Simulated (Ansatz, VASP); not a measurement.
# Be: VASP beside Ansatz

INCAR

```
SYSTEM = Be
PREC = Accurate
ENCUT = 520
EDIFF = 1E-7
ISMEAR = -1
SIGMA = 0.1
LREAL = .FALSE.
LASPH = .TRUE.
NELM = 80
ALGO = Normal
ISIF = 2
LWAVE = .FALSE.
LCHARG = .TRUE.
GGA = PE
LELF = .TRUE.
LVHAR = .TRUE.
NBANDS = 9
```

Contents of KPOINTS:

```
Automatic mesh
0
G
  13 13 13
  0 0 0
```

POSCAR

```
Be
1.0
    0.0000000000      2.4817012149      2.4817012149
    2.4817012149      0.0000000000      2.4817012149
    2.4817012149      2.4817012149      0.0000000000
Be
2
Direct
    0.1250000000      0.1250000000      0.1250000000
    0.8750000000      0.8750000000      0.8750000000
```

Input for Ansatz:

```yaml
crystal:
  lattice:
    - [0.0, 2.4817012149, 2.4817012149]
    - [2.4817012149, 0.0, 2.4817012149]
    - [2.4817012149, 2.4817012149, 0.0]
  atoms:
    - { symbol: Be, position: [0.125, 0.125, 0.125] }
    - { symbol: Be, position: [0.875, 0.875, 0.875] }
hamiltonian:
  xc: pbe
  pseudopotentials:
    kind: paw
    azcp:
      Be: "pseudopotentials/Be.paw.azcp"
basis:
  ecutwfc: 420
  fft_grid_basis: typed
kpoints:
  mp_grid: { grid: [13, 13, 13], shift: [0, 0, 0] }
magnetization:
  spin_polarized: false
scf:
  occupations: { method: fermi_dirac, width: 0.1 }
  lower_state_search: "off"
output:
  stress: true
  write_density: true
  write_potential: true
  elf: true
  volumetric_format: npy
```

Alike in both runs: task single point; functional PBE; k mesh 13 × 13 × 13; occupations fermi-dirac, width 0.1 eV; no spin polarisation.

|  | VASP | Ansatz |
| --- | --- | --- |
| version | VASP 6.6.1 | Ansatz 0.2.0 |
| potentials or method | VASP PAW PBE potentials, release 64 (Be), cutoff 520 eV | plane waves (420 eV) with PAW, scalar-relativistic |
| valence electrons in the cell | 4 | 4 |

|  | VASP | Ansatz | Ansatz less VASP |
| --- | --- | --- | --- |
| pressure (GPa) | -1.6 | -1.6 | -0.03 |
